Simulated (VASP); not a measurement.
Write the native input for VASP 6.6.1 that does the following.

```
Task                   : single point
Functional             : PBEsol
Potentials or basis    : VASP PAW PBE potentials, release 64 (Sb)
Cutoff                 : 520 eV
k mesh                 : 9 × 9 × 5
Occupations            : fermi-dirac, width 0.05 eV
Spin                   : no spin polarisation
Dipole correction      : no
Further INCAR settings : ALGO = Normal; EDIFF = 1e-06; NBANDS = 12
```

The structure of Sb lies in POSCAR:

```
Sb
1.0
    3.3541930746      0.0000000000      0.0000000000
   -1.6770965373      2.9048164118      0.0000000000
    0.0000000000      0.0000000000      5.3443355781
Sb
2
Direct
    0.6666666667      0.3333333333      0.7500000000
    0.3333333333      0.6666666667      0.2500000000
```

These files were run (other wordings do the same):

INCAR

```
PREC = Accurate ; ENCUT = 520
EDIFF = 1E-6 ; ISMEAR = -1
SIGMA = 0.05 ; LREAL = False
LASPH = True ; NELM = 80
ALGO = Normal ; ISIF = 2
LWAVE = False ; LCHARG = False
GGA = PS ; NBANDS = 12
```

KPOINTS

```
regular mesh
0
Gamma
  9 9 5
```

Potentials or basis: VASP PAW PBE potentials, release 64 (Sb).

Command:

```bash
$ cat potpaw_PBE.64/Sb/POTCAR > POTCAR
$ mpirun -np 1 vasp_std > vasp.out
```

Results of the run:

```
Pressure               : 0.0 GPa
Band gap on the k mesh : zero (band 5 reaches 12.87 eV, above the bottom of band 6 at 6.00 eV)
```

Caveat: the PAW data sets were made with another functional, which shifts forces and pressure a little; spin-orbit coupling is left out, which moves the levels of the heavy elements.

Run time: 9 s on 1 thread of Intel(R) Xeon(R) Platinum 8559C (Emerald Rapids) (shared host), peak memory 0.17 GiB.
